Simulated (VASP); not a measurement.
Set up this calculation in VASP 6.6.1, as the native input.

| Quantity | Value |
| --- | --- |
| Task | single point |
| Functional | BLYP |
| Potentials or basis | VASP PAW PBE potentials, release 64 (Ta_pv) |
| Cutoff | 520 eV |
| k mesh | 8 × 8 × 13 |
| Occupations | fermi-dirac, width 0.1 eV |
| Spin | no spin polarisation |
| Dipole correction | no |
| Further INCAR settings | ALGO = Normal; EDIFF = 1e-06; NBANDS = 24 |

The structure of Ta lies in POSCAR:

```
Ta
1.0
    4.9863005253      0.0000000000      0.0000000000
   -2.4931502626      4.3182629258      0.0000000000
    0.0000000000      0.0000000000      2.7903563246
Ta
3
Direct
    1.0000000000      1.0000000000      0.0000000000
    0.3333333333      0.6666666667      0.5000000000
    0.6666666667      0.3333333333      0.5000000000
```

This isn't the form of Ta at room conditions, which is bcc.

The input as run:

INCAR

```
SYSTEM = Ta
PREC = Accurate ; ENCUT = 520
EDIFF = 1E-6 ; ISMEAR = -1
SIGMA = 0.1 ; LREAL = .FALSE.
LASPH = .TRUE. ; NELM = 80
ALGO = Normal ; ISIF = 2
LWAVE = .FALSE. ; LCHARG = .FALSE.
GGA = B5 ; ALDAX = 1.0
AGGAX = 1.0 ; AGGAC = 1.0
ALDAC = 0.0 ; NBANDS = 24
```

KPOINTS

```
regular mesh
0
G
  8 8 13
  0 0 0
```

Potentials or basis: VASP PAW PBE potentials, release 64 (Ta_pv).

Command:

```console
$ cat potpaw_PBE.64/Ta_pv/POTCAR > POTCAR
$ mpirun -np 1 vasp_std > vasp.out
```

It gave:

The pressure is -5.6 GPa and the band gap on the k mesh is zero (an odd number of electrons rules out a gap without spin polarisation).

Caveat: the cell stands under tension; the PAW data sets were made with another functional, which shifts forces and pressure a little; spin-orbit coupling is left out, which moves the levels of the heavy elements.

It took 2.5 min on 1 thread of Intel Xeon 8259CL, with other jobs on the host, peak memory 0.23 GiB.
